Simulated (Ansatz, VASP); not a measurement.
# Cu in VASP and in Ansatz

```
Cu
1.0
    -1.35605    1.35605    1.34108
     1.35605   -1.35605    1.34108
     1.35605    1.35605   -1.34108
Cu
1
Direct
  0.00000 0.00000 0.00000
```

Alike in both runs: task single point; functional LDA; k mesh 22 × 22 × 22; occupations gaussian, width 0.15 eV; no spin polarisation.

|  | VASP | Ansatz |
| --- | --- | --- |
| version | VASP 6.6.1 | Ansatz 0.2.0 |
| potentials or method | VASP PAW LDA potentials, release 64 (Cu), cutoff 520 eV | scalar-relativistic, plane waves, PAW |
| valence electrons in the cell | 11 | 19 |

Ansatz gave:

- gap on the k mesh at the Fermi level (eV): none
- pressure (GPa): 24.4
- traceless stress, the component that is largest in VASP (GPa): -0.05

Problem. Which values does VASP return?

Solution. gap on the k mesh at the Fermi level (eV): none; pressure (GPa): 26.4; traceless stress, the component that is largest in VASP (GPa): -0.05.

Ansatz warns that its potentials were made for another functional, while VASP's fit it. LDA's correlation is that of Perdew and Zunger in VASP and of Perdew and Wang (1992) in Ansatz. A gap of «none» marks a metal or a gap that the smearing closes. VASP's potentials hold 11 valence electrons a cell and Ansatz's 19, so a difference there can come from the potentials and not from the codes.
